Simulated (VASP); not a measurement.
# TiC (Fm-3m) in VASP: a series of runs

TiC is run at these levels: PBE; tasks: relaxation of cell and atoms.

Everything below comes from runs of VASP 6.6.1. Logs are shortened: lines on timing, memory, paths and dates and some standing lists are left out, and cuts for length are marked.

## (1) The cell of the first run

Symmetry: Fm-3m, No. 225, cubic system. The conventional cell has a = 4.331 Å, b = 4.331 Å, c = 4.331 Å, α = 90.00°, β = 90.00°, γ = 90.00°. Within 2.9 Å of Ti (site symmetry m-3m) lie 6 C at 2.17 Å. Within 2.9 Å of C (site symmetry m-3m) lie 6 Ti at 2.17 Å.

## (2) Relaxation of cell and atoms, PBE, target pressure 2 GPa, at which the enthalpy is minimised

INCAR reads:

```
ALGO = Normal
EDIFF = 1E-6
EDIFFG = -0.01
ENCUT = 600
GGA = PE
IBRION = 2
ISIF = 3
ISMEAR = -1
LASPH = T
LCHARG = F
LREAL = F
LWAVE = F
NELM = 100
NSW = 60
PREC = Accurate
PSTRESS = 20.0
SIGMA = 0.05
```

KPOINTS reads:

```
k-points
0
Gamma
  11 11 11
```

POSCAR reads:

```
TiC
1.0
    0.0000000000      2.1657188437      2.1657188437
    2.1657188437      0.0000000000      2.1657188437
    2.1657188437      2.1657188437      0.0000000000
Ti C
1 1
Direct
    0.0000000000      0.0000000000      0.0000000000
    0.5000000000      0.5000000000      0.5000000000
```

Potentials or basis: VASP PAW PBE potentials, release 64 (Ti_sv, C).

Started as:

```bash
> cat potpaw_PBE.64/Ti_sv/POTCAR potpaw_PBE.64/C/POTCAR > POTCAR
> mpirun -np 1 vasp_std > vasp.out
```

OUTCAR:

```text
EDIFF = 1E-6
   EDIFFG = -0.01
   ENCUT = 600
   GGA = PE
   IBRION = 2
   ISIF = 3
   ISMEAR = -1
   LASPH = T
   LREAL = F
   NELM = 100
   NSW = 60
   PREC = Accurate
   PSTRESS = 20.0

 ion  position               nearest neighbor table
   1  0.000  0.000  0.000-   2 2.17   2 2.17   2 2.17   2 2.17   2 2.17   2 2.17
   2  0.500  0.500  0.500-   1 2.17   1 2.17   1 2.17   1 2.17   1 2.17   1 2.17

  LATTYP: Found a face centered cubic cell.
 ALAT       =     4.3314376874

  Lattice vectors:

 A1 = (   0.0000000000,   2.1657188437,   2.1657188437)
 A2 = (   2.1657188437,   0.0000000000,   2.1657188437)
 A3 = (   2.1657188437,   2.1657188437,   0.0000000000)

Analysis of symmetry for initial positions (statically):
=====================================================================
 Subroutine PRICEL returns:
 Original cell was already a primitive cell.

 Routine SETGRP: Setting up the symmetry group for a
 face centered cubic supercell.

 Subroutine GETGRP returns: Found 48 space group operations
[... 9 lines left out ...]

 Routine SETGRP: Setting up the symmetry group for a
 face centered cubic supercell.

 Subroutine GETGRP returns: Found 48 space group operations
[... 11 lines left out ...]
                                     Primitive cell

  volume of cell :      20.3159

  direct lattice vectors                    reciprocal lattice vectors
     0.000000000  2.165718844  2.165718844    -0.230870227  0.230870227  0.230870227
     2.165718844  0.000000000  2.165718844     0.230870227 -0.230870227  0.230870227
     2.165718844  2.165718844  0.000000000     0.230870227  0.230870227 -0.230870227

  length of vectors
     3.062788961  3.062788961  3.062788961     0.399878962  0.399878962  0.399878962

  position of ions in fractional coordinates (direct lattice)
[... 8 lines left out ...]
----------------------------------------------------------------------------------------

 KPOINTS: k-points

Automatic generation of k-mesh.
 Grid dimensions read from file:
 generate k-points for:   11   11   11

 Generating k-lattice:

  Cartesian coordinates                     Fractional coordinates (reciprocal lattice)
    -0.020988202  0.020988202  0.020988202     0.090909091  0.000000000  0.000000000
     0.020988202 -0.020988202  0.020988202     0.000000000  0.090909091  0.000000000
     0.020988202  0.020988202 -0.020988202     0.000000000  0.000000000  0.090909091

  Length of vectors
     0.036352633  0.036352633  0.036352633

  Shift w.r.t. Gamma in fractional coordinates (k-lattice)
     0.000000000  0.000000000  0.000000000

 Subroutine IBZKPT returns following result:
 ===========================================

 Found     56 irreducible k-points:

 Following reciprocal coordinates:
            Coordinates               Weight
  0.000000  0.000000  0.000000      1.000000
  0.090909  0.000000  0.000000      8.000000
  0.181818  0.000000  0.000000      8.000000
  0.272727  0.000000  0.000000      8.000000
  0.363636  0.000000  0.000000      8.000000
  0.454545  0.000000  0.000000      8.000000
[... 16 lines left out ...]
 -0.272727  0.181818  0.000000     24.000000
 -0.181818  0.181818  0.000000     12.000000
 [... further k-points ...]
   k-points           NKPTS =     56   k-points in BZ     NKDIM =     56   number of bands    NBANDS=     12
   number of dos      NEDOS =    301   number of ions     NIONS =      2
   total plane-waves  NPLWV =  13824
   dimension x,y,z NGX =    24 NGY =   24 NGZ =   24
   dimension x,y,z NGXF=    48 NGYF=   48 NGZF=   48
   ions per type =               1   1
   NGX,Y,Z   is equivalent  to a cutoff of  13.03, 13.03, 13.03 a.u.
   NGXF,Y,Z  is equivalent  to a cutoff of  26.05, 26.05, 26.05 a.u.
 SYSTEM =  unknown system
   PREC   = accura    normal or accurate (medium, high low for compatibility)
   ISTART =      0    job   : 0-new  1-cont  2-samecut
   ICHARG =      2    charge: 1-file 2-atom 10-const
   ISPIN  =      1    spin polarized calculation?
   LNONCOLLINEAR =      F non collinear calculations
   LSORBIT =      F    spin-orbit coupling
   LASPH  =      T    aspherical Exc in radial PAW
   ENCUT  =  600.0 eV  44.10 Ry    6.64 a.u.   6.12  6.12  6.12*2*pi/ulx,y,z
   NELM   =    100;   NELMIN=  2; NELMDL= -5     # of ELM steps
   EDIFF  = 0.1E-05   stopping-criterion for ELM
   LREAL  =      F    real-space projection
   EDIFFG = -.1E-01   stopping-criterion for IOM
   NSW    =     60    number of steps for IOM
   IBRION =      2    ionic relax: 0-MD 1-quasi-New 2-CG
   NFREE  =      1    steps in history (QN), initial steepest desc. (CG)
   ISIF   =      3    stress and relaxation
   ISYM   =      2    0-nonsym 1-usesym 2-fastsym
   POTIM  = 0.5000    time-step for ionic-motion
   TEBEG  =    0.0;   TEEND  =   0.0 temperature during run
   PSTRESS=   20.0 pullay stress
   NELECT =      16.0000    total number of electrons
   NUPDOWN=      -1.0000    fix difference up-down
[... 28 lines left out ...]

 Free energy of the ion-electron system (eV)
  ---------------------------------------------------
  ext. energy  EPLUGINS =         0.00000000
  ---------------------------------------------------
  free energy    TOTEN  =       -18.71091342 eV

  energy without entropy =      -18.70854605  energy(sigma->0) =      -18.70972974

------------------------ aborting loop because EDIFF is reached ----------------------------------------

  FORCE on cell =-STRESS in cart. coord.  units (eV):
  Direction    XX          YY          ZZ          XY          YZ          ZX
  --------------------------------------------------------------------------------------
  -------------------------------------------------------------------------------------
  Total        0.0487102      0.0487102      0.0487102      0.0000000     -0.0000000     -0.0000000
  in kB        3.8414444      3.8414444      3.8414444      0.0000000     -0.0000000     -0.0000000
  external PRESSURE =     -16.1585556 kB  Pullay stress =      20.0000000 kB

 VOLUME and BASIS-vectors are now :
 -----------------------------------------------------------------------------
  energy-cutoff  :      600.00
  volume of cell :       20.32
      direct lattice vectors                 reciprocal lattice vectors
     0.000000000  2.165718844  2.165718844    -0.230870227  0.230870227  0.230870227
     2.165718844  0.000000000  2.165718844     0.230870227 -0.230870227  0.230870227
     2.165718844  2.165718844  0.000000000     0.230870227  0.230870227 -0.230870227
[... 46 lines left out ...]
  FREE ENERGIE OF THE ION-ELECTRON SYSTEM (eV)
  ---------------------------------------------------
  free  energy   TOTEN  =       -18.7066381486 eV

  energy  without entropy=      -18.7042681087  energy(sigma->0) =      -18.70545313

  enthalpy is  TOTEN    =       -18.4567760260 eV   P V=        0.2498621226

--------------------------------------- Ionic step        3  -------------------------------------------

 number of electron      16.0000001 magnetization

 Free energy of the ion-electron system (eV)
  ---------------------------------------------------
  ext. energy  EPLUGINS =         0.00000000
  ---------------------------------------------------
  free energy    TOTEN  =       -18.70997597 eV

  energy without entropy =      -18.70760911  energy(sigma->0) =      -18.70879254

 E-fermi :   9.5491     XC(G=0): -12.7305

 val. band max:        9.4180656860   @ k =   0.4545   0.4545   0.0000
 cond. band min:       9.6398027575   @ k =   0.0909   0.0000   0.0000
 fundamental gap:      0.2217370715
 Fermi energy:         9.5491425278

 k-point     1 :       0.0000    0.0000    0.0000
  band No.  band energies     occupation
      1     -47.0874      2.00000
      2     -23.1084      2.00000
      3     -23.1084      2.00000
      4     -23.1084      2.00000
      5      -2.9400      2.00000
      6      10.1804      0.00001
      7      10.1804      0.00001
      8      10.1804      0.00001
      9      11.1713      0.00000
     10      11.1713      0.00000
     11      11.1713      0.00000
     12      11.2105      0.00000

 k-point     2 :       0.0909    0.0000    0.0000
  band No.  band energies     occupation
      1     -47.0816      2.00000
      2     -23.1502      2.00000
      3     -23.1123      2.00000
      4     -23.1123      2.00000
      5      -2.7528      2.00000
      6       9.3616      1.95407
      7       9.6398      0.28050
      8       9.6398      0.28050
      9      10.5086      0.00000
     10      10.5086      0.00000
     11      11.5699      0.00000
     12      12.6865      0.00000
[... 316 lines left out ...]
 k-point    24 :      -0.1818    0.1818    0.0000
  band No.  band energies     occupation
      1     -47.0378      2.00000
      2     -23.3863      2.00000
      3     -23.2178      2.00000
      4     -23.1285      2.00000
      5      -1.2079      2.00000
      6       6.2250      2.00000
      7       7.3062      2.00000
      8       7.5415      2.00000
      9      11.0410      0.00000
     10      12.1572      0.00000
     11      13.0788      0.00000
     12      13.8816      0.00000

 [... further k-points ...]
[... 5 lines left out ...]
  --------------------------------------------------------------------------------------
  -------------------------------------------------------------------------------------
  Total        0.2544455      0.2544455      0.2544455     -0.0000000     -0.0000000      0.0000000
  in kB       20.1926902     20.1926902     20.1926902     -0.0000000     -0.0000000      0.0000000
  external PRESSURE =       0.1926902 kB  Pullay stress =      20.0000000 kB

 VOLUME and BASIS-vectors are now :
 -----------------------------------------------------------------------------
  energy-cutoff  :      600.00
  volume of cell :       20.19
      direct lattice vectors                 reciprocal lattice vectors
     0.000000000  2.161194006  2.161194006    -0.231353594  0.231353594  0.231353594
     2.161194006 -0.000000000  2.161194006     0.231353594 -0.231353594  0.231353594
     2.161194006  2.161194006 -0.000000000     0.231353594  0.231353594 -0.231353594

 POSITION                                       TOTAL-FORCE (eV/Angst)
 -----------------------------------------------------------------------------------
      0.00000      0.00000     -0.00000         0.000000      0.000000     -0.000000
      2.16119      2.16119      2.16119        -0.000000     -0.000000      0.000000
 -----------------------------------------------------------------------------------
    total drift:                                0.000000     -0.000000     -0.000000

  FREE ENERGIE OF THE ION-ELECTRON SYSTEM (eV)
  ---------------------------------------------------
  free  energy   TOTEN  =       -18.7099759709 eV

  energy  without entropy=      -18.7076091108  energy(sigma->0) =      -18.70879254

  enthalpy is  TOTEN    =       -18.4579584867 eV   P V=        0.2520174842

 reached required accuracy - stopping structural energy minimisation
```

It took 18 s on 1 thread of Intel Xeon Platinum 8488C (Sapphire Rapids), shared host; peak memory 0.15 GiB.

Results:

- Free energy: -18.7100 eV
- Relaxed volume: 10.09 Å³/atom
- Relaxed cell: a = 3.056 Å, b = 3.056 Å, c = 3.056 Å, α = 60.00°, β = 60.00°, γ = 60.00°
- Space group after relaxing (to 0.05 Å): Fm-3m (No. 225)
- Energy change on relaxing (the enthalpy is what falls): +0.5 meV/atom
- Ionic steps: 3
- Pressure after relaxing: 2.0 GPa
- Band gap on the k mesh: zero (band 8 reaches 10.18 eV, above the bottom of band 9 at 9.08 eV)

Step by step:
```
step  energy change (eV)  largest force (eV/Å)  pressure (GPa)  volume (Å³)
   1              0.0000                0.0000            0.38        20.32
   2              0.0043                0.0000            4.18        20.02
   3              0.0009                0.0000            2.02        20.19
```

Final structure:
```yaml
crystal:
  lattice:
    - [0.00000, 2.16119, 2.16119]
    - [2.16119, 0.00000, 2.16119]
    - [2.16119, 2.16119, 0.00000]
  atoms:
    - { symbol: Ti, position: [0.00000, 0.00000, 0.00000] }
    - { symbol: C, position: [0.50000, 0.50000, 0.50000] }
```

Levels at points of the mesh, in eV from the Fermi level:
```
           k point  band 5  band 6  band 7  band 8  band 9  band 10  band 11  band 12
(0.00, 0.00, 0.00)  -12.49    0.63    0.63    0.63    1.62     1.62     1.62     1.66
```

Caveat: the cell is relaxed towards a set pressure, so the enthalpy falls and the energy may rise.

## (3) Relaxation of cell and atoms, PBE, target pressure 5 GPa, at which the enthalpy is minimised

INCAR reads:

```
SYSTEM = TiC
PREC = Accurate ; ENCUT = 600
EDIFF = 1E-6 ; ISMEAR = -1
SIGMA = 0.05 ; LREAL = .False.
LASPH = .True. ; NELM = 60
ALGO = Normal ; ISIF = 3
LWAVE = .False. ; LCHARG = .False.
GGA = PE ; IBRION = 2
NSW = 60 ; EDIFFG = -0.01
PSTRESS = 50.0
```

KPOINTS reads:

```
regular mesh
0
Gamma
  11 11 11
  0 0 0
```

POSCAR is that of step 2.

Potentials or basis: VASP PAW PBE potentials, release 64 (Ti_sv, C).

Started as:

```bash
> cat potpaw_PBE.64/Ti_sv/POTCAR potpaw_PBE.64/C/POTCAR > POTCAR
> mpirun -np 1 vasp_std > vasp.out
```

Run time: 21 s. Hardware: 1 thread of Intel Xeon Platinum 8488C (Sapphire Rapids), shared host; peak memory 0.15 GiB.

The run converged. Its results:

```
Free energy                                            : -18.7051 eV
Relaxed volume                                         : 9.98 Å³/atom
Relaxed cell                                           : a = 3.045 Å, b = 3.045 Å, c = 3.045 Å, α = 60.00°, β = 60.00°, γ = 60.00°
Space group after relaxing (to 0.05 Å)                 : Fm-3m (No. 225)
Energy change on relaxing (the enthalpy is what falls) : +2.9 meV/atom
Ionic steps                                            : 3
Pressure after relaxing                                : 5.0 GPa
Band gap on the k mesh                                 : zero (band 8 reaches 10.32 eV, above the bottom of band 9 at 9.21 eV)
```

The path:
| step | energy change (eV) | largest force (eV/Å) | pressure (GPa) | volume (Å³) |
| --- | --- | --- | --- | --- |
| 1 | 0.0000 | 0.0000 | 0.38 | 20.32 |
| 2 | 0.0318 | 0.0000 | 11.99 | 19.47 |
| 3 | 0.0058 | 0.0000 | 4.98 | 19.96 |

Final structure:
```
CELL_PARAMETERS angstrom
0.00000 2.15305 2.15305
2.15305 0.00000 2.15305
2.15305 2.15305 0.00000
ATOMIC_POSITIONS crystal
Ti 0.00000 0.00000 0.00000
C 0.50000 0.50000 0.50000
```

Levels at points of the mesh, in eV from the Fermi level:
```tsv
k point	band 5	band 6	band 7	band 8	band 9	band 10	band 11	band 12
(0.00, 0.00, 0.00)	-12.54	0.63	0.63	0.63	1.64	1.64	1.64	1.68
```

Caveat: the cell is relaxed towards a set pressure, so the enthalpy falls and the energy may rise.

## (4) Relaxation of cell and atoms, PBE, target pressure 10 GPa, at which the enthalpy is minimised

INCAR reads:

```
SYSTEM = TiC
ALGO     = Normal         ! electronic algorithm
EDIFF    = 1E-6           ! SCF threshold, eV
EDIFFG   = -0.01          ! ionic threshold
ENCUT    = 600            ! plane-wave cutoff, eV
GGA      = PE             ! functional
IBRION   = 2              ! ionic algorithm
ISIF     = 3              ! what is computed and relaxed
ISMEAR   = -1             ! smearing method
LASPH    = .TRUE.         ! aspherical terms in the spheres
LCHARG   = .FALSE.        ! write CHGCAR
LREAL    = .FALSE.        ! projectors in reciprocal space
LWAVE    = .FALSE.        ! write WAVECAR
NELM     = 80             ! most SCF steps
NSW      = 60             ! ionic steps
PREC     = Accurate       ! precision mode
PSTRESS  = 100.0        
SIGMA    = 0.05           ! smearing width, eV
```

KPOINTS reads:

```
k-points
0
G
  11 11 11
  0 0 0
```

POSCAR is that of step 3.

Started as:

```bash
> cat potpaw_PBE.64/Ti_sv/POTCAR potpaw_PBE.64/C/POTCAR > POTCAR
> mpirun -np 1 vasp_std > vasp.out
```

Run time: 25 s. Hardware: 1 thread of Intel Xeon Platinum 8488C (Sapphire Rapids), shared host; peak memory 0.15 GiB.

Results (log left out):

* Free energy: -18.6891 eV
* Relaxed volume: 9.81 Å³/atom
* Relaxed cell: a = 3.027 Å, b = 3.027 Å, c = 3.027 Å, α = 60.00°, β = 60.00°, γ = 60.00°
* Space group after relaxing (to 0.05 Å): Fm-3m (No. 225)
* Energy change on relaxing (the enthalpy is what falls): +10.9 meV/atom
* Ionic steps: 3
* Pressure after relaxing: 9.9 GPa
* Band gap on the k mesh: zero (band 8 reaches 10.53 eV, above the bottom of band 9 at 9.42 eV)

The path:
| step | energy change (eV) | largest force (eV/Å) | pressure (GPa) | volume (Å³) |
| --- | --- | --- | --- | --- |
| 1 | 0.0000 | 0.0000 | 0.38 | 20.32 |
| 2 | 0.1395 | 0.0000 | 27.16 | 18.58 |
| 3 | 0.0218 | 0.0000 | 9.86 | 19.61 |

Final structure:
```
CELL_PARAMETERS angstrom
0.00000 2.14050 2.14050
2.14050 0.00000 2.14050
2.14050 2.14050 0.00000
ATOMIC_POSITIONS crystal
Ti 0.00000 0.00000 0.00000
C 0.50000 0.50000 0.50000
```

Levels at points of the mesh, in eV from the Fermi level:
| k point | band 6 | band 7 | band 8 | band 9 | band 10 | band 11 |
| --- | --- | --- | --- | --- | --- | --- |
| (0.00, 0.00, 0.00) | 0.64 | 0.64 | 0.64 | 1.66 | 1.66 | 1.66 |

Caveat: the cell is relaxed towards a set pressure, so the enthalpy falls and the energy may rise.

## (5) Relaxation of cell and atoms, PBE, target pressure 20 GPa, at which the enthalpy is minimised

INCAR reads:

```
SYSTEM = TiC
ALGO = Normal ; EDIFF = 1E-7
EDIFFG = -0.01 ; ENCUT = 600
GGA = PE ; IBRION = 2
ISIF = 3 ; ISMEAR = -1
LASPH = .True. ; LCHARG = .False.
LREAL = .False. ; LWAVE = .False.
NELM = 60 ; NSW = 60
PREC = Accurate ; PSTRESS = 200.0
SIGMA = 0.05
```

KPOINTS reads:

```
k-points
0
Gamma
  11 11 11
  0 0 0
```

POSCAR is that of step 4.

Started as:

```bash
> cat potpaw_PBE.64/Ti_sv/POTCAR potpaw_PBE.64/C/POTCAR > POTCAR
> mpirun -np 1 vasp_std > vasp.out
```

It took 34 s on 1 thread of Intel Xeon Platinum 8488C (Sapphire Rapids), shared host; peak memory 0.15 GiB.

It converged, with:

```
Free energy                                            : -18.6309 eV
Relaxed volume                                         : 9.49 Å³/atom
Relaxed cell                                           : a = 2.994 Å, b = 2.994 Å, c = 2.994 Å, α = 60.00°, β = 60.00°, γ = 60.00°
Space group after relaxing (to 0.05 Å)                 : Fm-3m (No. 225)
Energy change on relaxing (the enthalpy is what falls) : +40.0 meV/atom
Ionic steps                                            : 4
Pressure after relaxing                                : 19.9 GPa
Band gap on the k mesh                                 : zero (band 8 reaches 10.94 eV, above the bottom of band 9 at 9.81 eV)
```

Step by step:
```tsv
step	energy change (eV)	largest force (eV/Å)	pressure (GPa)	volume (Å³)
1	0.0000	0.0000	0.40	20.32
2	0.6259	0.0000	67.42	16.88
3	0.0752	0.0000	19.23	19.02
4	0.0800	0.0000	19.88	18.98
```

Final structure:
```
Ti C
1.0
     0.00000    2.11721    2.11721
     2.11721    0.00000    2.11721
     2.11721    2.11721    0.00000
Ti C
1 1
Direct
  0.00000 0.00000 0.00000
  0.50000 0.50000 0.50000
```

Levels at points of the mesh, in eV from the Fermi level:
```tsv
k point	band 4	band 5	band 6	band 7	band 8	band 9	band 10	band 11	band 12
(0.00, 0.00, 0.00)	-32.45	-12.78	0.64	0.64	0.64	1.69	1.69	1.69	1.79
```

Caveat: the cell is relaxed towards a set pressure, so the enthalpy falls and the energy may rise.

## (6) Summary

| cell | gap on the mesh (eV) | pressure (GPa) |
| --- | --- | --- |
| relaxed to 2 GPa | none | 2.0 |
| relaxed to 5 GPa | none | 5.0 |
| relaxed to 10 GPa | none | 9.9 |
| relaxed to 20 GPa | none | 19.9 |

Alike in all rows: task relaxation of cell and atoms; level PBE; potentials or basis VASP PAW PBE potentials, release 64 (Ti_sv, C); no spin polarisation; k mesh 11 × 11 × 11; cutoff (eV) 600; smearing fermi-dirac 0.05 eV.

Caveats: the cell is relaxed towards a set pressure, so the enthalpy falls and the energy may rise.

Total energies depend on the potentials used, so only differences within one code and one set of settings carry meaning.
